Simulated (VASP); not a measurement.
Crystal: MgO.

```
Mg O
1.0
     2.93802    0.00000    0.00000
    -1.46901    2.54440    0.00000
     0.00000    0.00000    2.67968
Mg O
1 1
Direct
  0.00000 0.00000 0.00000
  0.33333 0.66667 0.50000
```

Base run:

* Program: VASP 6.6.1
* Functional: LDA
* Potentials or basis: VASP PAW LDA potentials, release 64 (Mg_sv, O)
* Cutoff: 750 eV
* k mesh: 12 × 12 × 8
* Occupations: gaussian, width 0.01 eV
* Spin: no spin polarisation

Its results: band gap on the k mesh 2.96 eV (least direct gap 3.37 eV); pressure -9.5 GPa.

Question: The run is repeated on the same cell with these changes: functional from LDA to r2SCAN; potentials or basis from VASP PAW LDA potentials, release 64 (Mg_sv, O) to VASP PAW PBE potentials, release 64 (Mg_sv, O). What comes out?

Answer: Band gap on the k mesh 3.81 eV (least direct gap 4.21 eV); pressure -5.7 GPa.

Caveats: the cell stands under tension; the PAW data sets were made with another functional, which shifts forces and pressure a little (at least some runs).

A k mesh can miss the band edges.
